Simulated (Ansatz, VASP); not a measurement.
**AlN: VASP beside Ansatz**

POSCAR

```
AlN
1.0
    0.0000000000      2.1490444475      2.1848764208
    2.1490444475      0.0000000000      2.1848764208
    2.1490444475      2.1490444475      0.0000000000
Al N
1 1
Direct
    0.0000000000      0.0000000000      0.0000000000
    0.2500000000      0.2500000000      0.2500000000
```

File INCAR.step1:

```
SYSTEM = AlN
PREC = Accurate ; ENCUT = 520
ISMEAR = 0 ; SIGMA = 0.01
LREAL = .FALSE. ; LASPH = .TRUE.
NELM = 60 ; NBANDS = 11
GGA = PE ; ALGO = Normal
EDIFF = 1E-4 ; LWAVE = .TRUE.
LCHARG = .FALSE.
```

The input INCAR.step2:

```
SYSTEM = AlN
PREC = Accurate ; ENCUT = 520
EDIFF = 1E-6 ; ISMEAR = 0
SIGMA = 0.01 ; LREAL = .FALSE.
LASPH = .TRUE. ; NELM = 60
ALGO = Normal ; ISIF = 2
LWAVE = .FALSE. ; LCHARG = .FALSE.
METAGGA = R2SCAN ; LMIXTAU = .TRUE.
NBANDS = 11 ; ISTART = 1
```

File KPOINTS:

```
Automatic mesh
0
G
  10 10 10
  0 0 0
```

Input for Ansatz:

```yaml
crystal:
  lattice:
    - [0.0, 2.1490444475, 2.1848764208]
    - [2.1490444475, 0.0, 2.1848764208]
    - [2.1490444475, 2.1490444475, 0.0]
  atoms:
    - { symbol: Al, position: [0.0, 0.0, 0.0] }
    - { symbol: "N", position: [0.25, 0.25, 0.25] }
kpoints:
  mp_grid: { grid: [10, 10, 10] }
  band_path:
    path:
      - [0.0, 0.0, 0.0]
      - [-0.5, -0.5, 0.0]
      - [-0.375, -0.375, 0.25]
      - [-0.375, 0.0, 0.375]
      - [0.0, 0.0, 0.5]
      - [-0.5, -0.25, 0.25]
    npoints: 1
hamiltonian:
  xc: r2scan
scf:
  occupations: { method: fixed }
  n_extra_bands: 4
output:
  forces: true
  stress: true
  eigenvalues: true
```

Change from the starting cell: biaxial_xy strain -1.6%.

Alike in both runs: task single point; functional r2SCAN; k mesh 10 × 10 × 10; no spin polarisation.

|  | VASP | Ansatz |
| --- | --- | --- |
| version | VASP 6.6.1 | Ansatz 0.2.0 |
| potentials or method | VASP PAW PBE potentials, release 64 (Al, N) | plane waves, PAW |
| plane-wave cutoff (eV) | 520 | 500 |
| occupations | gaussian, width 0.01 eV | fixed |
| valence electrons in the cell | 8 | 8 |

Ansatz gave:

```
gap on the k mesh at the Fermi level (eV)                     : 3.92
pressure (GPa)                                                : 7.4
traceless stress, the component that is largest in VASP (GPa) : -1.66
```

Problem. Estimate VASP's values.

Solution. gap on the k mesh at the Fermi level (eV): 3.91; pressure (GPa): 7.0; traceless stress, the component that is largest in VASP (GPa): -1.66.

VASP's potentials were made for PBE, not for r2SCAN.
